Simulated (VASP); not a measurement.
# CsPbBr3 (Pm-3m) in VASP: further runs

Runs on CsPbBr3. Level: PBE. Tasks: relaxation of cell and atoms.

Program: VASP 6.6.1. These are calculated values, not measurements. Logs are shortened: lines on timing, memory, paths and dates and some standing lists are left out, and cuts for length are marked.

**1. The cell of the first run**

The structure is cubic, space group Pm-3m (No. 221). Conventional cell: a = 5.605 Å, b = 5.605 Å, c = 5.605 Å, α = 90.00°, β = 90.00°, γ = 90.00°. Within 5.2 Å of Cs (site symmetry m-3m) lie 12 Br at 3.96 Å and 8 Pb at 4.85 Å. Within 3.7 Å of Pb (site symmetry m-3m) lie 6 Br at 2.80 Å. Within 3.7 Å of Br (site symmetry 4/mmm) lie 2 Pb at 2.80 Å.

**2. Relaxation of cell and atoms, PBE, target pressure 1.7 GPa, at which the enthalpy is minimised**

File INCAR:

```
ALGO = Normal ; EDIFF = 1E-6
EDIFFG = -0.05 ; ENCUT = 600
GGA = PE ; IBRION = 2
ISIF = 3 ; ISMEAR = 0
LASPH = True ; LCHARG = False
LREAL = False ; LWAVE = False
NELM = 80 ; NSW = 80
PREC = Accurate ; PSTRESS = 17.0
SIGMA = 0.1
```

File KPOINTS:

```
k-points
0
Gamma
  4 4 4
```

File POSCAR:

```
CsPbBr3
1.0
    5.6050000000      0.0000000000      0.0000000000
    0.0000000000      5.6050000000      0.0000000000
    0.0000000000      0.0000000000      5.6050000000
Cs Pb Br
1 1 3
Direct
    0.0000000000      0.0000000000      0.0000000000
    0.5000000000      0.5000000000      0.5000000000
    0.0000000000      0.5000000000      0.5000000000
    0.5000000000      0.0000000000      0.5000000000
    0.5000000000      0.5000000000      0.0000000000
```

Potentials or basis: VASP PAW PBE potentials, release 64 (Cs_sv, Pb_d, Br).

The run is started by

```console
cat potpaw_PBE.64/Cs_sv/POTCAR potpaw_PBE.64/Pb_d/POTCAR potpaw_PBE.64/Br/POTCAR > POTCAR
mpirun -np 1 vasp_std > vasp.out
```

OUTCAR:

```text
EDIFF = 1E-6
   EDIFFG = -0.05
   ENCUT = 600
   GGA = PE
   IBRION = 2
   ISIF = 3
   ISMEAR = 0
   LASPH = True
   LREAL = False
   NELM = 80
   NSW = 80
   PREC = Accurate
   PSTRESS = 17.0

 ion  position               nearest neighbor table
   1  0.000  0.000  0.000-
   2  0.500  0.500  0.500-   3 2.80   4 2.80   5 2.80   5 2.80   4 2.80   3 2.80
   3  0.000  0.500  0.500-   2 2.80   2 2.80
   4  0.500  0.000  0.500-   2 2.80   2 2.80
   5  0.500  0.500  0.000-   2 2.80   2 2.80

  LATTYP: Found a simple cubic cell.
 ALAT       =     5.6050000000

  Lattice vectors:

 A1 = (   5.6050000000,   0.0000000000,   0.0000000000)
 A2 = (   0.0000000000,   5.6050000000,   0.0000000000)
 A3 = (   0.0000000000,   0.0000000000,   5.6050000000)

Analysis of symmetry for initial positions (statically):
=====================================================================
 Subroutine PRICEL returns:
 Original cell was already a primitive cell.

 Routine SETGRP: Setting up the symmetry group for a
 simple cubic supercell.

 Subroutine GETGRP returns: Found 48 space group operations
 (whereof 48 operations were pure point group operations)
 out of a pool of 48 trial point group operations.

The static configuration has the point symmetry O_h .

Analysis of symmetry for dynamics (positions and initial velocities):
=====================================================================
 Subroutine PRICEL returns:
 Original cell was already a primitive cell.

 Routine SETGRP: Setting up the symmetry group for a
 simple cubic supercell.

 Subroutine GETGRP returns: Found 48 space group operations
 (whereof 48 operations were pure point group operations)
 out of a pool of 48 trial point group operations.

The dynamic configuration has the point symmetry O_h .

 Subroutine INISYM returns: Found 48 space group operations
 (whereof 48 operations are pure point group operations),
 and found     1 'primitive' translations

----------------------------------------------------------------------------------------

                                     Primitive cell

  volume of cell :     176.0868

  direct lattice vectors                    reciprocal lattice vectors
     5.605000000  0.000000000  0.000000000     0.178412132  0.000000000  0.000000000
     0.000000000  5.605000000  0.000000000     0.000000000  0.178412132  0.000000000
     0.000000000  0.000000000  5.605000000     0.000000000  0.000000000  0.178412132

  length of vectors
     5.605000000  5.605000000  5.605000000     0.178412132  0.178412132  0.178412132

  position of ions in fractional coordinates (direct lattice)
     0.000000000  0.000000000  0.000000000
     0.500000000  0.500000000  0.500000000
     0.000000000  0.500000000  0.500000000
     0.500000000  0.000000000  0.500000000
     0.500000000  0.500000000  0.000000000

  ion indices of the primitive-cell ions
   primitive index   ion index
                 1           1
                 2           2
                 3           3
                 4           4
                 5           5

----------------------------------------------------------------------------------------

 KPOINTS: k-points

Automatic generation of k-mesh.
 Grid dimensions read from file:
 generate k-points for:    4    4    4

 Generating k-lattice:

  Cartesian coordinates                     Fractional coordinates (reciprocal lattice)
     0.044603033  0.000000000  0.000000000     0.250000000  0.000000000  0.000000000
     0.000000000  0.044603033  0.000000000     0.000000000  0.250000000  0.000000000
     0.000000000  0.000000000  0.044603033     0.000000000  0.000000000  0.250000000

  Length of vectors
     0.044603033  0.044603033  0.044603033

  Shift w.r.t. Gamma in fractional coordinates (k-lattice)
     0.000000000  0.000000000  0.000000000

 Subroutine IBZKPT returns following result:
 ===========================================

 Found     10 irreducible k-points:

 Following reciprocal coordinates:
            Coordinates               Weight
  0.000000  0.000000  0.000000      1.000000
  0.250000  0.000000  0.000000      6.000000
  0.500000  0.000000  0.000000      3.000000
  0.250000  0.250000  0.000000     12.000000
  0.500000  0.250000  0.000000     12.000000
  0.500000  0.500000  0.000000      3.000000
  0.250000  0.250000  0.250000      8.000000
  0.500000  0.250000  0.250000     12.000000
  0.500000  0.500000  0.250000      6.000000
  0.500000  0.500000  0.500000      1.000000
   k-points           NKPTS =     10   k-points in BZ     NKDIM =     10   number of bands    NBANDS=     26
   number of dos      NEDOS =    301   number of ions     NIONS =      5
   total plane-waves  NPLWV = 110592
   dimension x,y,z NGX =    48 NGY =   48 NGZ =   48
   dimension x,y,z NGXF=    96 NGYF=   96 NGZF=   96
   ions per type =               1   1   3
   NGX,Y,Z   is equivalent  to a cutoff of  14.24, 14.24, 14.24 a.u.
[... 68 lines left out ...]
  -------------------------------------------------------------------------------------
  Total        7.0306830      7.0306830      7.0306830     -0.0000000     -0.0000000      0.0000000
  in kB       63.9707217     63.9707217     63.9707217     -0.0000000     -0.0000000      0.0000000
  external PRESSURE =      46.9707217 kB  Pullay stress =      17.0000000 kB

 VOLUME and BASIS-vectors are now :
 -----------------------------------------------------------------------------
  energy-cutoff  :      600.00
  volume of cell :      176.09
      direct lattice vectors                 reciprocal lattice vectors
     5.605000000  0.000000000  0.000000000     0.178412132  0.000000000  0.000000000
     0.000000000  5.605000000  0.000000000     0.000000000  0.178412132  0.000000000
     0.000000000  0.000000000  5.605000000     0.000000000  0.000000000  0.178412132

 POSITION                                       TOTAL-FORCE (eV/Angst)
 -----------------------------------------------------------------------------------
      0.00000      0.00000      0.00000         0.000000      0.000000      0.000000
      2.80250      2.80250      2.80250         0.000000      0.000000      0.000000
      0.00000      2.80250      2.80250         0.000000      0.000000      0.000000
      2.80250      0.00000      2.80250         0.000000      0.000000      0.000000
      2.80250      2.80250      0.00000         0.000000      0.000000      0.000000
 -----------------------------------------------------------------------------------
    total drift:                                0.000000     -0.000000     -0.000000

  FREE ENERGIE OF THE ION-ELECTRON SYSTEM (eV)
  ---------------------------------------------------
  free  energy   TOTEN  =       -15.1997088216 eV
[... 28 lines left out ...]
 POSITION                                       TOTAL-FORCE (eV/Angst)
 -----------------------------------------------------------------------------------
      0.00000      0.00000      0.00000        -0.000000      0.000000      0.000000
      2.94209      2.94209      2.94209         0.000000     -0.000000      0.000000
     -0.00000      2.94209      2.94209         0.000000      0.000000      0.000000
      2.94209     -0.00000      2.94209        -0.000000      0.000000      0.000000
      2.94209      2.94209      0.00000        -0.000000      0.000000      0.000000
 -----------------------------------------------------------------------------------
    total drift:                                0.000000     -0.000000     -0.000000

  FREE ENERGIE OF THE ION-ELECTRON SYSTEM (eV)
  ---------------------------------------------------
  free  energy   TOTEN  =       -15.8162133216 eV

  energy  without entropy=      -15.8162133216  energy(sigma->0) =      -15.81621332

  enthalpy is  TOTEN    =       -13.6545123445 eV   P V=        2.1617009771

--------------------------------------- Ionic step        3  -------------------------------------------

 number of electron      44.0000003 magnetization

 Free energy of the ion-electron system (eV)
  ---------------------------------------------------
  ext. energy  EPLUGINS =         0.00000000
  ---------------------------------------------------
  free energy    TOTEN  =       -15.78998407 eV

  energy without entropy =      -15.78998407  energy(sigma->0) =      -15.78998407

 E-fermi :   1.8911     XC(G=0):  -7.6656

 val. band max:        1.4002169982   @ k =   0.5000   0.5000   0.5000
 cond. band min:       2.9021760185   @ k =   0.5000   0.5000   0.5000
 fundamental gap:      1.5019590202
 Fermi energy:         1.8910702988

 k-point     1 :       0.0000    0.0000    0.0000
  band No.  band energies     occupation
      1     -20.1291      2.00000
      2     -15.5292      2.00000
      3     -15.5292      2.00000
      4     -15.3612      2.00000
      5     -15.3612      2.00000
      6     -15.3612      2.00000
[... 18 lines left out ...]
     25       5.4350      0.00000
     26       6.1918      0.00000

 k-point     2 :       0.2500    0.0000    0.0000
  band No.  band energies     occupation
      1     -20.1286      2.00000
      2     -15.5292      2.00000
      3     -15.4965      2.00000
      4     -15.3617      2.00000
      5     -15.3617      2.00000
      6     -15.3612      2.00000
[... 263 lines left out ...]
 VOLUME and BASIS-vectors are now :
 -----------------------------------------------------------------------------
  energy-cutoff  :      600.00
  volume of cell :      201.01
      direct lattice vectors                 reciprocal lattice vectors
     5.857828578 -0.000000000  0.000000000     0.170711721  0.000000000  0.000000000
    -0.000000000  5.857828578 -0.000000000     0.000000000  0.170711721  0.000000000
    -0.000000000 -0.000000000  5.857828578    -0.000000000  0.000000000  0.170711721

 POSITION                                       TOTAL-FORCE (eV/Angst)
 -----------------------------------------------------------------------------------
      0.00000      0.00000      0.00000        -0.000000      0.000000      0.000000
      2.92891      2.92891      2.92891         0.000000     -0.000000      0.000000
     -0.00000      2.92891      2.92891         0.000000      0.000000      0.000000
      2.92891     -0.00000      2.92891        -0.000000      0.000000      0.000000
      2.92891      2.92891      0.00000        -0.000000      0.000000      0.000000
 -----------------------------------------------------------------------------------
    total drift:                                0.000000     -0.000000     -0.000000

  FREE ENERGIE OF THE ION-ELECTRON SYSTEM (eV)
  ---------------------------------------------------
  free  energy   TOTEN  =       -15.7899840686 eV

  energy  without entropy=      -15.7899840686  energy(sigma->0) =      -15.78998407

  enthalpy is  TOTEN    =       -13.6571929953 eV   P V=        2.1327910733

 reached required accuracy - stopping structural energy minimisation
```

Wall time 1.7 min (1 thread of Oxide Virtual Turin-like, shared host); peak memory 0.33 GiB.

What came out:

- Free energy: -15.7900 eV
- Relaxed volume: 40.20 Å³/atom
- Relaxed cell: a = 5.858 Å, b = 5.858 Å, c = 5.858 Å, α = 90.00°, β = 90.00°, γ = 90.00°
- Space group after relaxing (to 0.1 Å): Pm-3m (No. 221)
- Energy change on relaxing (the run minimises the enthalpy): -118.1 meV/atom
- Ionic steps: 3
- Pressure after relaxing: 1.7 GPa
- Band gap on the k mesh: 1.50 eV

Step by step:
| step | energy change (eV) | largest force (eV/Å) | pressure (GPa) | volume (Å³) |
| --- | --- | --- | --- | --- |
| 1 | 0.0000 | 0.0000 | 6.40 | 176.09 |
| 2 | -0.6165 | 0.0000 | 1.37 | 203.73 |
| 3 | -0.5903 | 0.0000 | 1.72 | 201.01 |

Final structure:
```xyz
5
Lattice="5.8578 0.0000 0.0000 0.0000 5.8578 0.0000 0.0000 0.0000 5.8578" Properties=species:S:1:pos:R:3 pbc="T T T"
Cs    0.0000    0.0000    0.0000
Pb    2.9289    2.9289    2.9289
Br    0.0000    2.9289    2.9289
Br    2.9289    0.0000    2.9289
Br    2.9289    2.9289    0.0000
```

Levels at points of the mesh, in eV from the valence-band top:
| k point | band 19 | band 20 | band 21 | band 22 | band 23 | band 24 | band 25 | band 26 |
| --- | --- | --- | --- | --- | --- | --- | --- | --- |
| (0.00, 0.00, 0.00) | -2.23 | -2.11 | -2.11 | -2.11 | 2.96 | 4.03 | 4.03 | 4.79 |
| (0.50, 0.00, 0.00) | -2.36 | -2.22 | -2.22 | -1.47 | 2.56 | 4.41 | 5.03 | 5.07 |
| (0.50, 0.50, 0.00) | -2.45 | -2.33 | -1.75 | -0.72 | 2.06 | 2.06 | 4.86 | 5.12 |
| (0.50, 0.50, 0.50) | -1.73 | -1.73 | -1.73 | 0.00 | 1.50 | 1.50 | 1.50 | 4.45 |

Caveat: the cell is relaxed towards a set pressure, so the run minimises the enthalpy, not the energy; spin-orbit coupling is left out, which moves the levels of the heavy elements.

**3. Relaxation of cell and atoms, PBE, target pressure 1.7 GPa, at which the enthalpy is minimised**

This run uses another cell than the first one, of 40.11 Å³/atom.

File INCAR:

```
SYSTEM = CsPbBr3
ALGO = Normal
EDIFF = 1E-6
EDIFFG = -0.05
ENCUT = 600
GGA = PE
IBRION = 2
ISIF = 3
ISMEAR = 0
LASPH = .TRUE.
LCHARG = .FALSE.
LREAL = .FALSE.
LWAVE = .FALSE.
NELM = 80
NSW = 80
PREC = Accurate
PSTRESS = 17.0
SIGMA = 0.1
```

File KPOINTS:

```
k-points
0
G
  4 4 4
  0 0 0
```

POSCAR, as its differences from that of step 2:

```diff
@@ -2,5 +2,5 @@
 1.0
-    5.6050000000      0.0000000000      0.0000000000
-    0.0000000000      5.6050000000      0.0000000000
-    0.0000000000      0.0000000000      5.6050000000
+    5.8533979396      0.0000000000      0.0000000000
+    0.0000000000      5.8533979396      0.0000000000
+    0.0000000000      0.0000000000      5.8533979396
 Cs Pb Br
```

Potentials or basis: VASP PAW PBE potentials, release 64 (Cs_sv, Pb_d, Br).

The run is started by

```console
cat potpaw_PBE.64/Cs_sv/POTCAR potpaw_PBE.64/Pb_d/POTCAR potpaw_PBE.64/Br/POTCAR > POTCAR
mpirun -np 1 vasp_std > vasp.out
```

Run time: 45 s. Hardware: 1 thread of Oxide Virtual Turin-like, shared host; peak memory 0.32 GiB.

The run converged. Its results:

```
Free energy             : -15.7868 eV
Pressure after relaxing : 1.8 GPa
Band gap on the k mesh  : 1.49 eV
```

Final structure:
```
Cs Pb Br
1.0
     5.85340    0.00000    0.00000
     0.00000    5.85340    0.00000
     0.00000    0.00000    5.85340
Cs Pb Br
1 1 3
Direct
  0.00000 0.00000 0.00000
  0.50000 0.50000 0.50000
  0.00000 0.50000 0.50000
  0.50000 0.00000 0.50000
  0.50000 0.50000 0.00000
```

Levels at points of the mesh, in eV from the valence-band top:
```csv
k point,band 19,band 20,band 21,band 22,band 23,band 24,band 25,band 26
"(0.00, 0.00, 0.00)",-2.25,-2.12,-2.12,-2.12,2.95,4.02,4.02,4.78
"(0.50, 0.00, 0.00)",-2.38,-2.23,-2.23,-1.48,2.55,4.40,5.02,5.05
"(0.50, 0.50, 0.00)",-2.47,-2.34,-1.76,-0.72,2.05,2.05,4.86,5.11
"(0.50, 0.50, 0.50)",-1.75,-1.75,-1.75,0.00,1.49,1.49,1.49,4.44
```

Caveat: the relaxation stopped at its first step, so nothing moved; the cell is relaxed towards a set pressure, so the run minimises the enthalpy, not the energy; spin-orbit coupling is left out, which moves the levels of the heavy elements. A k mesh can miss the band edges.

**4. Relaxation of cell and atoms, PBE, target pressure 1.7 GPa, at which the enthalpy is minimised**

This run uses another cell than the first one, of 40.11 Å³/atom.

File INCAR:

```
SYSTEM = CsPbBr3
  ALGO = Normal
  EDIFF = 1E-6
  EDIFFG = -0.002
  ENCUT = 600
  GGA = PE
  IBRION = 2
  ISIF = 3
  ISMEAR = 0
  LASPH = .True.
  LCHARG = .False.
  LREAL = .False.
  LWAVE = .False.
  NELM = 60
  NSW = 80
  PREC = Accurate
  PSTRESS = 17.0
  SIGMA = 0.01
```

File KPOINTS:

```
k-points
0
Gamma
  6 6 6
  0 0 0
```

POSCAR is that of step 3.

The run is started by

```console
cat potpaw_PBE.64/Cs_sv/POTCAR potpaw_PBE.64/Pb_d/POTCAR potpaw_PBE.64/Br/POTCAR > POTCAR
mpirun -np 1 vasp_std > vasp.out
```

Wall time 2.1 min (1 thread of Oxide Virtual Turin-like, shared host); peak memory 0.39 GiB.

It converged, with:

```
Free energy                                                : -15.8176 eV
Relaxed volume                                             : 40.08 Å³/atom
Relaxed cell                                               : a = 5.852 Å, b = 5.852 Å, c = 5.852 Å, α = 90.00°, β = 90.00°, γ = 90.00°
Space group after relaxing (to 0.1 Å)                      : Pm-3m (No. 221)
Energy change on relaxing (the run minimises the enthalpy) : +0.3 meV/atom
Ionic steps                                                : 2
Pressure after relaxing                                    : 1.7 GPa
Band gap on the k mesh                                     : 1.49 eV
```

Step by step:
```csv
step,energy change (eV),largest force (eV/Å),pressure (GPa),volume (Å³)
1,0.0000,0.0000,1.68,200.55
2,0.0016,0.0000,1.70,200.40
```

Final structure:
```yaml
crystal:
  lattice:
    - [5.85192, 0.00000, 0.00000]
    - [0.00000, 5.85192, 0.00000]
    - [0.00000, 0.00000, 5.85192]
  atoms:
    - { symbol: Cs, position: [0.00000, 0.00000, 0.00000] }
    - { symbol: Pb, position: [0.50000, 0.50000, 0.50000] }
    - { symbol: Br, position: [0.00000, 0.50000, 0.50000] }
    - { symbol: Br, position: [0.50000, 0.00000, 0.50000] }
    - { symbol: Br, position: [0.50000, 0.50000, 0.00000] }
```

Levels at points of the mesh, in eV from the valence-band top:
```
           k point  band 20  band 21  band 22  band 23  band 24  band 25
(0.00, 0.00, 0.00)    -2.13    -2.13    -2.13     2.94     4.01     4.01
(0.50, 0.00, 0.00)    -2.25    -2.25    -1.48     2.55     4.39     5.01
(0.50, 0.50, 0.00)    -2.35    -1.77    -0.73     2.06     2.06     4.86
(0.50, 0.50, 0.50)    -1.76    -1.76     0.00     1.49     1.49     1.49
```

Caveat: the cell is relaxed towards a set pressure, so the run minimises the enthalpy, not the energy; spin-orbit coupling is left out, which moves the levels of the heavy elements. A k mesh can miss the band edges.

**5. The runs side by side**

```csv
cell,k mesh,smearing,gap on the mesh (eV),pressure (GPa)
"relaxed to 1.7 GPa from a = 5.605 Å, 5 atoms",4 × 4 × 4,gaussian 0.1 eV,1.50,1.7
"relaxed to 1.7 GPa from a = 5.853 Å, 5 atoms",4 × 4 × 4,gaussian 0.1 eV,1.49,1.8
"relaxed to 1.7 GPa from a = 5.853 Å, 5 atoms",6 × 6 × 6,gaussian 0.01 eV,1.49,1.7
```

Alike in all rows: task relaxation of cell and atoms; level PBE; potentials or basis VASP PAW PBE potentials, release 64 (Cs_sv, Pb_d, Br); no spin polarisation; cutoff (eV) 600.

Caveats: the cell is relaxed towards a set pressure, so the run minimises the enthalpy, not the energy; spin-orbit coupling is left out, which moves the levels of the heavy elements; the relaxation stopped at its first step, so nothing moved (at least some runs).

Absolute energies hang on the potentials; compare differences alone.
